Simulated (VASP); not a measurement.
# Lu (P6_3/mmc) in VASP: notebook, part 3 of 3

VASP 6.6.1. The steps go on from the part before.

**6. Single point, PBE**

This run uses another cell than the first one, of 29.79 Å³/atom.

Input file INCAR:

```
SYSTEM = Lu
PREC     = Accurate       ! precision mode
ENCUT    = 520            ! plane-wave cutoff, eV
EDIFF    = 1E-6           ! SCF threshold, eV
ISMEAR   = -1             ! smearing method
SIGMA    = 0.05           ! smearing width, eV
LREAL    = .False.        ! projectors in reciprocal space
LASPH    = .True.         ! aspherical terms in the spheres
NELM     = 100            ! most SCF steps
ALGO     = Fast           ! electronic algorithm
ISIF     = 2              ! what is computed and relaxed
LWAVE    = .False.        ! write WAVECAR
LCHARG   = .False.        ! write CHGCAR
GGA      = PE             ! functional
NBANDS   = 32             ! bands
```

Input file KPOINTS:

```
Automatic mesh
0
Gamma
  7 7 4
  0 0 0
```

Input file POSCAR:

```
Lu
1.0
    3.5031000000      0.0000000000      0.0000000000
   -1.7515500000      3.0337735920      0.0000000000
    0.0000000000      0.0000000000      5.6064090000
Lu
2
Direct
    0.6666666667      0.3333333333      0.7500000000
    0.3333333333      0.6666666667      0.2500000000
```

Potentials or basis: VASP PAW PBE potentials, release 64 (Lu).

The run is started by

```console
> cat potpaw_PBE.64/Lu/POTCAR > POTCAR
> mpirun -np 1 vasp_std > vasp.out
```

OUTCAR:

```text
SYSTEM = Lu
   PREC = Accurate
   ENCUT = 520
   EDIFF = 1E-6
   ISMEAR = -1
   LREAL = .False.
   LASPH = .True.
   NELM = 100
   ISIF = 2
   GGA = PE

 ion  position               nearest neighbor table
   1  0.667  0.333  0.750-   2 3.46   2 3.46   2 3.46   2 3.46   2 3.46   2 3.46
   2  0.333  0.667  0.250-   1 3.46   1 3.46   1 3.46   1 3.46   1 3.46   1 3.46

  LATTYP: Found a hexagonal cell.
 ALAT       =     3.5031000000
 C/A-ratio  =     1.6004136336

  Lattice vectors:

 A1 = (   3.5031000000,   0.0000000000,   0.0000000000)
 A2 = (  -1.7515500000,   3.0337735920,   0.0000000000)
 A3 = (   0.0000000000,   0.0000000000,   5.6064090000)

Analysis of symmetry for initial positions (statically):
=====================================================================
 Subroutine PRICEL returns:
 Original cell was already a primitive cell.

 Routine SETGRP: Setting up the symmetry group for a
 hexagonal supercell.

 Subroutine GETGRP returns: Found 24 space group operations
 (whereof 12 operations were pure point group operations)
 out of a pool of 24 trial point group operations.

The static configuration has the point symmetry D_3d.
 The point group associated with its full space group is D_6h.

Analysis of symmetry for dynamics (positions and initial velocities):
=====================================================================
 Subroutine PRICEL returns:
 Original cell was already a primitive cell.

 Routine SETGRP: Setting up the symmetry group for a
 hexagonal supercell.

 Subroutine GETGRP returns: Found 24 space group operations
 (whereof 12 operations were pure point group operations)
 out of a pool of 24 trial point group operations.

The dynamic configuration has the point symmetry D_3d.
 The point group associated with its full space group is D_6h.

 Subroutine INISYM returns: Found 24 space group operations
 (whereof 12 operations are pure point group operations),
 and found     1 'primitive' translations

----------------------------------------------------------------------------------------

                                     Primitive cell

  volume of cell :      59.5827

  direct lattice vectors                    reciprocal lattice vectors
     3.503100000  0.000000000  0.000000000     0.285461448  0.164811244  0.000000000
    -1.751550000  3.033773592  0.000000000     0.000000000  0.329622488  0.000000000
     0.000000000  0.000000000  5.606409000     0.000000000  0.000000000  0.178367294

  length of vectors
     3.503100000  3.503100000  5.606409000     0.329622488  0.329622488  0.178367294

  position of ions in fractional coordinates (direct lattice)
     0.666666667  0.333333333  0.750000000
     0.333333333  0.666666667  0.250000000

  ion indices of the primitive-cell ions
   primitive index   ion index
                 1           1
                 2           2

----------------------------------------------------------------------------------------

 KPOINTS: Automatic mesh

Automatic generation of k-mesh.
 Grid dimensions read from file:
 generate k-points for:    7    7    4

 Generating k-lattice:

  Cartesian coordinates                     Fractional coordinates (reciprocal lattice)
     0.040780207  0.023544463  0.000000000     0.142857143  0.000000000  0.000000000
     0.000000000  0.047088927  0.000000000     0.000000000  0.142857143  0.000000000
     0.000000000  0.000000000  0.044591823     0.000000000  0.000000000  0.250000000

  Length of vectors
     0.047088927  0.047088927  0.044591823

  Shift w.r.t. Gamma in fractional coordinates (k-lattice)
     0.000000000  0.000000000  0.000000000

 Subroutine IBZKPT returns following result:
 ===========================================

 Found     24 irreducible k-points:

 Following reciprocal coordinates:
            Coordinates               Weight
  0.000000  0.000000  0.000000      1.000000
  0.142857  0.000000  0.000000      6.000000
  0.285714 -0.000000  0.000000      6.000000
  0.428571 -0.000000  0.000000      6.000000
  0.142857  0.142857  0.000000      6.000000
  0.285714  0.142857  0.000000     12.000000
[... 16 lines left out ...]
  0.428571  0.142857  0.500000      6.000000
  0.285714  0.285714  0.500000      6.000000
   k-points           NKPTS =     24   k-points in BZ     NKDIM =     24   number of bands    NBANDS=     32
   number of dos      NEDOS =    301   number of ions     NIONS =      2
   total plane-waves  NPLWV =  32928
   dimension x,y,z NGX =    28 NGY =   28 NGZ =   42
   dimension x,y,z NGXF=    56 NGYF=   56 NGZF=   84
   ions per type =               2
   NGX,Y,Z   is equivalent  to a cutoff of  13.29, 13.29, 12.45 a.u.
   NGXF,Y,Z  is equivalent  to a cutoff of  26.58, 26.58, 24.91 a.u.
 SYSTEM =  Lu
   PREC   = accura    normal or accurate (medium, high low for compatibility)
   ISTART =      0    job   : 0-new  1-cont  2-samecut
   ICHARG =      2    charge: 1-file 2-atom 10-const
   ISPIN  =      1    spin polarized calculation?
   LNONCOLLINEAR =      F non collinear calculations
   LSORBIT =      F    spin-orbit coupling
   LASPH  =      T    aspherical Exc in radial PAW
   ENCUT  =  520.0 eV  38.22 Ry    6.18 a.u.   6.51  6.51 10.42*2*pi/ulx,y,z
   NELM   =    100;   NELMIN=  2; NELMDL= -5     # of ELM steps
   EDIFF  = 0.1E-05   stopping-criterion for ELM
   LREAL  =      F    real-space projection
   EDIFFG = 0.1E-04   stopping-criterion for IOM
   NSW    =      0    number of steps for IOM
   IBRION =     -1    ionic relax: 0-MD 1-quasi-New 2-CG
   NFREE  =      0    steps in history (QN), initial steepest desc. (CG)
   ISIF   =      2    stress and relaxation
   ISYM   =      2    0-nonsym 1-usesym 2-fastsym
   POTIM  = 0.5000    time-step for ionic-motion
   TEBEG  =    0.0;   TEEND  =   0.0 temperature during run
   PSTRESS=    0.0 pullay stress
   NELECT =      50.0000    total number of electrons
   NUPDOWN=      -1.0000    fix difference up-down
   EMIN   =  10.00;   EMAX   =-10.00  energy-range for DOS
   EFERMI =   0.00;   METHOD = LEGACY
   ISMEAR =    -1;   SIGMA  =   0.05  broadening in eV -4-tet -1-fermi 0-gaus
   EFERMI_NEDOS =   21; number of points for ismear=-14 and -15
   IALGO  =     68    algorithm
   IMIX   =      4    mixing-type and parameters
     AMIX     =   0.40;   BMIX     =  1.00
     AMIX_MAG =   1.60;   BMIX_MAG =  1.00
  volume/ion in A,a.u.               =      29.79       201.04
  Fermi-wavevector in a.u.,A,eV,Ry     =   1.544157  2.918033 32.441998  2.384420
  Thomas-Fermi vector in A             =   2.649717
   LORBIT       =      0    0 simple, 1 ext, 2 COOP (PROOUT), +10 PAW based schemes
   GGA     = PE    functional components
   LHFCALC =     F    Hartree Fock is set to
   AEXX    =    0.0000 exact exchange contribution
   IVDW    =     0    specifies the selected vdW correction
   LEPSILON=     F    determine dielectric tensor
   LRPA    =     F    only Hartree local field effects (RPA)
 non-spin polarized calculation
 RMM-DIIS sequential band-by-band and
  energy-cutoff  :      520.00
  volume of cell :       59.58
 maximum number of plane-waves:      1641
 NGX is ok and might be reduce to    28
   NGX = 13   NGY = 13   NGZ = 21

 number of electron      50.0000012 magnetization

 Free energy of the ion-electron system (eV)
  ---------------------------------------------------
  ext. energy  EPLUGINS =         0.00000000
  ---------------------------------------------------
  free energy    TOTEN  =        -9.05492530 eV

  energy without entropy =       -9.02854315  energy(sigma->0) =       -9.04173423

 E-fermi :   2.1345     XC(G=0): -10.5565

 val. band max:        2.0839174233   @ k =   0.4286  -0.0000   0.2500
 cond. band min:       2.1480774697   @ k =   0.2857   0.2857   0.5000
 fundamental gap:      0.0641600465
 Fermi energy:         2.1344781758

 k-point     1 :       0.0000    0.0000    0.0000
  band No.  band energies     occupation
      1     -54.1046      2.00000
      2     -54.0757      2.00000
      3     -25.0053      2.00000
      4     -24.6165      2.00000
      5     -24.6165      2.00000
      6     -24.5472      2.00000
[... 24 lines left out ...]
     31       5.6800      0.00000
     32       5.6800      0.00000
[... 774 lines left out ...]
      2     -54.0728      2.00000
      3     -24.9206      2.00000
      4     -24.9206      2.00000
      5     -24.7827      2.00000
      6     -24.7827      2.00000
[... 24 lines left out ...]
     31       7.6901      0.00000
     32       7.6910      0.00000

------------------------ aborting loop because EDIFF is reached ----------------------------------------

  FORCE on cell =-STRESS in cart. coord.  units (eV):
  Direction    XX          YY          ZZ          XY          YZ          ZX
  --------------------------------------------------------------------------------------
  -------------------------------------------------------------------------------------
  Total       -0.5635392     -0.5635392     -1.3916375      0.0000000      0.0000000      0.0000000
  in kB      -15.1535439    -15.1535439    -37.4210730      0.0000000      0.0000000      0.0000000
  external PRESSURE =     -22.5760536 kB  Pullay stress =       0.0000000 kB

 VOLUME and BASIS-vectors are now :
 -----------------------------------------------------------------------------
  energy-cutoff  :      520.00
  volume of cell :       59.58
      direct lattice vectors                 reciprocal lattice vectors
     3.503100000  0.000000000  0.000000000     0.285461448  0.164811244  0.000000000
    -1.751550000  3.033773592  0.000000000     0.000000000  0.329622488  0.000000000
     0.000000000  0.000000000  5.606409000     0.000000000  0.000000000  0.178367294

 POSITION                                       TOTAL-FORCE (eV/Angst)
 -----------------------------------------------------------------------------------
      1.75155      1.01126      4.20481         0.000000      0.000000      0.000000
     -0.00000      2.02252      1.40160        -0.000000     -0.000000      0.000000
 -----------------------------------------------------------------------------------
    total drift:                               -0.000000      0.000000     -0.000000

  FREE ENERGIE OF THE ION-ELECTRON SYSTEM (eV)
  ---------------------------------------------------
  free  energy   TOTEN  =        -9.0549253032 eV

  energy  without entropy=       -9.0285431486  energy(sigma->0) =       -9.04173423
```

Wall time 88 s (1 thread of Intel Xeon Platinum 8559C (Emerald Rapids), shared host); peak memory 0.2 GiB.

What came out:

| Property | Result |
| --- | --- |
| Free energy | -9.0549 eV |
| Pressure | -2.3 GPa |
| Band gap on the k mesh | zero (bands 25 and 26 overlap by 1.61 eV) |

Stress tensor (GPa, compression positive):
```
-1.52  0.00  0.00
 0.00 -1.52  0.00
 0.00  0.00 -3.74
```

Caveat: spin-orbit coupling is left out, which moves the levels of the heavy elements.

**7. The runs side by side**

```csv
cell,gap on the mesh (eV),pressure (GPa)
"a = 3.503, b = 3.503, c = 5.329 Å, angles 90.0, 90.0, 120.0°, 2 atoms",none,1.4
"a = 3.503, b = 3.503, c = 5.440 Å, angles 90.0, 90.0, 120.0°, 2 atoms",none,0.5
"a = 3.503, b = 3.503, c = 5.495 Å, angles 90.0, 90.0, 120.0°, 2 atoms",none,0.0
"a = 3.503, b = 3.503, c = 5.551 Å, angles 90.0, 90.0, 120.0°, 2 atoms",none,-0.6
"a = 3.503, b = 3.503, c = 5.606 Å, angles 90.0, 90.0, 120.0°, 2 atoms",none,-2.3
```

Alike in all rows: task single point; level PBE; potentials or basis VASP PAW PBE potentials, release 64 (Lu); no spin polarisation; k mesh 7 × 7 × 4; cutoff (eV) 520; smearing fermi-dirac 0.05 eV.

Caveats: spin-orbit coupling is left out, which moves the levels of the heavy elements.

Total energies depend on the potentials used, so only differences within one code and one set of settings carry meaning.
